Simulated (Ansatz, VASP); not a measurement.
**P in VASP and in Ansatz**

```
P
1.0
     3.32694    0.00000    0.00000
     0.00000   35.31573    0.00000
     0.00000    0.00000    4.69304
P
4
Cartesian
  1.6635 34.2655 4.2606
  1.6635 1.0502 0.4325
  0.0000 1.0502 1.9141
  0.0000 34.2655 2.7790
```

Change from the starting cell: volume scaled by 1.04.

Alike in both runs: task single point; functional LDA; k mesh 8 × 1 × 6; occupations fermi-dirac, width 0.05 eV; no spin polarisation.

|  | VASP | Ansatz |
| --- | --- | --- |
| version | VASP 6.6.1 | Ansatz 0.2.0 |
| potentials or method | VASP PAW LDA potentials, release 64 (P), cutoff 520 eV | all-electron LAPW, scalar-relativistic |

```csv
,VASP,Ansatz,Ansatz less VASP
gap on the k mesh at the Fermi level (eV),0.88,0.87,-0.008
least direct gap on the mesh (eV),0.88,0.87,-0.008
rms of the force components (eV/Å),0.179,0.162,-0.0170
```

LDA's correlation is that of Perdew and Zunger in VASP and of Perdew and Wang (1992) in Ansatz. Atom by atom the forces differ by 0.023 eV/Å (rms over components). Ansatz ran all-electron here, and VASP with PAW potentials.
